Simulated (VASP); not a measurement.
# InSb (F-43m) in VASP: single point with PBE-based screened hybrid with 45 % exact exchange

Aim: the single point of InSb with PBE-based screened hybrid with 45 % exact exchange.

Program: VASP 6.6.1. These are calculated values, not measurements. Logs are shortened: lines on timing, memory, paths and dates and some standing lists are left out, and cuts for length are marked.

**Experimental background.**

“Electronic Structure and Epitaxy of CdTe Shells on InSb Nanowires”, 2021, arxiv:2111.05126 quotes, for a bulk crystal of InSb: band gap 0.24 eV.

The results are compared with them further down.

## 1. The cell of the first run

The structure is cubic, space group F-43m (No. 216). Conventional cell: a = 6.478 Å, b = 6.478 Å, c = 6.478 Å, α = 90.00°, β = 90.00°, γ = 90.00°. Within 3.7 Å of In (site symmetry -43m) lie 4 Sb at 2.81 Å. Within 3.7 Å of Sb (site symmetry -43m) lie 4 In at 2.81 Å.

## 2. Single point, PBE-based screened hybrid with 45 % exact exchange

POSCAR

```
InSb
1.0
    0.0000000000      3.2391003701      3.2391003701
    3.2391003701      0.0000000000      3.2391003701
    3.2391003701      3.2391003701      0.0000000000
In Sb
1 1
Direct
    0.0000000000      0.0000000000      0.0000000000
    0.7500000000      0.7500000000      0.7500000000
```

INCAR.step1

```
SYSTEM = InSb
PREC = Accurate ; ENCUT = 520
EDIFF = 1E-5 ; ISMEAR = 0
SIGMA = 0.05 ; LREAL = .False.
LASPH = .True. ; NELM = 60
ALGO = Normal ; ISIF = 2
LWAVE = .True. ; LCHARG = .False.
GGA = PE ; NBANDS = 16
```

INCAR.step2

```
SYSTEM = InSb
PREC = Accurate ; ENCUT = 520
EDIFF = 1E-7 ; ISMEAR = 0
SIGMA = 0.05 ; LREAL = .False.
LASPH = .True. ; NELM = 60
ALGO = Normal ; ISIF = 2
LWAVE = .False. ; LCHARG = .False.
GGA = PE ; LHFCALC = .True.
AEXX = 0.45 ; HFSCREEN = 0.5
PRECFOCK = Normal ; ISTART = 1
NBANDS = 16
```

KPOINTS

```
Automatic mesh
0
Gamma
  6 6 6
  0 0 0
```

Potentials or basis: VASP PAW PBE potentials, release 64 (In_d, Sb).

Launch:

```
cat potpaw_PBE.64/In_d/POTCAR potpaw_PBE.64/Sb/POTCAR > POTCAR
cp INCAR.step1 INCAR
mpirun -np 1 vasp_std > vasp.out
cp INCAR.step2 INCAR
mpirun -np 1 vasp_std > vasp.out
```

OUTCAR:

```text
SYSTEM = InSb
   PREC = Accurate
   ENCUT = 520
   EDIFF = 1E-7
   ISMEAR = 0
   LREAL = .False.
   LASPH = .True.
   NELM = 60
   ISIF = 2
   GGA = PE
   LHFCALC = .True.
   AEXX = 0.45
   HFSCREEN = 0.5
   PRECFOCK = Normal
   ISTART = 1

 ion  position               nearest neighbor table
   1  0.000  0.000  0.000-   2 2.81   2 2.81   2 2.81   2 2.81
   2  0.750  0.750  0.750-   1 2.81   1 2.81   1 2.81   1 2.81

  LATTYP: Found a face centered cubic cell.
 ALAT       =     6.4782007402

  Lattice vectors:

 A1 = (   0.0000000000,   3.2391003701,   3.2391003701)
 A2 = (   3.2391003701,   0.0000000000,   3.2391003701)
 A3 = (   3.2391003701,   3.2391003701,   0.0000000000)

Analysis of symmetry for initial positions (statically):
=====================================================================
 Subroutine PRICEL returns:
 Original cell was already a primitive cell.

 Routine SETGRP: Setting up the symmetry group for a
 face centered cubic supercell.

 Subroutine GETGRP returns: Found 24 space group operations
 (whereof 24 operations were pure point group operations)
 out of a pool of 48 trial point group operations.

The static configuration has the point symmetry T_d .

Analysis of symmetry for dynamics (positions and initial velocities):
=====================================================================
 Subroutine PRICEL returns:
 Original cell was already a primitive cell.

 Routine SETGRP: Setting up the symmetry group for a
 face centered cubic supercell.

 Subroutine GETGRP returns: Found 24 space group operations
 (whereof 24 operations were pure point group operations)
 out of a pool of 48 trial point group operations.

The dynamic configuration has the point symmetry T_d .

 Subroutine INISYM returns: Found 24 space group operations
 (whereof 24 operations are pure point group operations),
 and found     1 'primitive' translations

----------------------------------------------------------------------------------------

                                     Primitive cell

  volume of cell :      67.9678

  direct lattice vectors                    reciprocal lattice vectors
     0.000000000  3.239100370  3.239100370    -0.154363849  0.154363849  0.154363849
     3.239100370  0.000000000  3.239100370     0.154363849 -0.154363849  0.154363849
     3.239100370  3.239100370  0.000000000     0.154363849  0.154363849 -0.154363849

  length of vectors
[... 81 lines left out ...]
   POTIM  = 0.5000    time-step for ionic-motion
   TEBEG  =    0.0;   TEEND  =   0.0 temperature during run
   PSTRESS=    0.0 pullay stress
   NELECT =      18.0000    total number of electrons
   NUPDOWN=      -1.0000    fix difference up-down
   EMIN   =  10.00;   EMAX   =-10.00  energy-range for DOS
   EFERMI =   0.00;   METHOD = LEGACY
   ISMEAR =     0;   SIGMA  =   0.05  broadening in eV -4-tet -1-fermi 0-gaus
   EFERMI_NEDOS =   21; number of points for ismear=-14 and -15
   IALGO  =     38    algorithm
   IMIX   =      1    mixing-type and parameters
     AMIX     =   0.40;   BMIX     =  1.00
     AMIX_MAG =   1.60;   BMIX_MAG =  1.00
  volume/ion in A,a.u.               =      33.98       229.33
  Fermi-wavevector in a.u.,A,eV,Ry     =   1.051311  1.986690 15.037908  1.105255
  Thomas-Fermi vector in A             =   2.186349
   LORBIT       =      0    0 simple, 1 ext, 2 COOP (PROOUT), +10 PAW based schemes
   GGA     = PE    functional components
   LHFCALC =     T    Hartree Fock is set to
   PRECFOCK=normal    Normal, Fast or Accurate (Low or Medium for compatibility)
   ENCUT4O =  -1.0   cutoff for four orbital integrals eV
   NKREDX  =     1    reduce k-point grid by
   NKREDY  =     1    reduce k-point grid by
   NKREDZ  =     1    reduce k-point grid by
   AEXX    =    0.4500 exact exchange contribution
   HFSCREEN=    0.5000 screening length (either q_TF or 0.3 A-1)
   HFSCREENC=   0.5000 screening length for correlation (either q_TF or 0.3 A-1)
   ENCUTFOCK=  -1.0 apply spherical cutoff to Coloumb kernel
   IVDW    =     0    specifies the selected vdW correction
   LEPSILON=     F    determine dielectric tensor
   LRPA    =     F    only Hartree local field effects (RPA)
 non-spin polarized calculation
 Gauss-broadening in eV      SIGMA  =   0.05
  energy-cutoff  :      520.00
  volume of cell :       67.97
 maximum number of plane-waves:      1853
 NGX is ok and might be reduce to    36
  NGX = 28; NGY = 28; NGZ = 28

 number of electron      17.9999993 magnetization

 Free energy of the ion-electron system (eV)
  ---------------------------------------------------
  ext. energy  EPLUGINS =         0.00000000
  ---------------------------------------------------
  free energy    TOTEN  =        -8.60447920 eV

  energy without entropy =       -8.60447920  energy(sigma->0) =       -8.60447920

 E-fermi :   4.9962     XC(G=0):  -6.8027

 val. band max:        4.7099501633   @ k =   0.0000   0.0000   0.0000
 cond. band min:       5.2403263228   @ k =   0.0000   0.0000   0.0000
 fundamental gap:      0.5303761595
 Fermi energy:         4.9961860144

 k-point     1 :       0.0000    0.0000    0.0000
  band No.  band energies     occupation
      1     -12.3795      2.00000
      2     -12.3794      2.00000
      3     -12.3794      2.00000
      4     -12.2876      2.00000
      5     -12.2876      2.00000
      6      -6.9951      2.00000
[... 281 lines left out ...]
      3     -12.3378      2.00000
      4     -12.2987      2.00000
      5     -12.2826      2.00000
      6      -4.7822      2.00000
[... 8 lines left out ...]
     15      15.4032      0.00000
     16      16.1468      0.00000

------------------------ aborting loop because EDIFF is reached ----------------------------------------

  FORCE on cell =-STRESS in cart. coord.  units (eV):
  Direction    XX          YY          ZZ          XY          YZ          ZX
  --------------------------------------------------------------------------------------
  -------------------------------------------------------------------------------------
  Total        0.3297897      0.3297897      0.3297897     -0.0000000     -0.0000000      0.0000000
  in kB        7.7739994      7.7739994      7.7739994     -0.0000000     -0.0000000      0.0000000
  external PRESSURE =       7.7739994 kB  Pullay stress =       0.0000000 kB

 VOLUME and BASIS-vectors are now :
 -----------------------------------------------------------------------------
  energy-cutoff  :      520.00
  volume of cell :       67.97
      direct lattice vectors                 reciprocal lattice vectors
     0.000000000  3.239100370  3.239100370    -0.154363849  0.154363849  0.154363849
     3.239100370  0.000000000  3.239100370     0.154363849 -0.154363849  0.154363849
     3.239100370  3.239100370  0.000000000     0.154363849  0.154363849 -0.154363849

 POSITION                                       TOTAL-FORCE (eV/Angst)
 -----------------------------------------------------------------------------------
      0.00000      0.00000      0.00000        -0.000000     -0.000000     -0.000000
      4.85865      4.85865      4.85865         0.000000      0.000000      0.000000
 -----------------------------------------------------------------------------------
    total drift:                                0.000002     -0.000000     -0.000000

  FREE ENERGIE OF THE ION-ELECTRON SYSTEM (eV)
  ---------------------------------------------------
  free  energy   TOTEN  =        -8.6044792027 eV

  energy  without entropy=       -8.6044792027  energy(sigma->0) =       -8.60447920
```

Run time: 51 min. Hardware: 1 thread of Intel Xeon 6975P-C (Granite Rapids), shared host; peak memory 0.35 GiB.

What came out:

* Free energy: -8.6045 eV
* Pressure: 0.8 GPa
* Band gap on the k mesh: 0.53 eV

Caveat: the PAW data sets were made with another functional, which shifts forces and pressure a little; spin-orbit coupling is left out, which moves the levels of the heavy elements.

## 3. Comparison with measurements

Step 2. Against the measured gap of InSb, 0.24 eV (quoted in “Electronic Structure and Epitaxy of CdTe Shells on InSb Nanowires”, 2021, arxiv:2111.05126), the calculated 0.53 eV is off by +0.29 eV. Spin-orbit coupling on In, Sb is left out. The value is that of PBE-based screened hybrid with 45 % exact exchange, without temperature or zero-point motion.
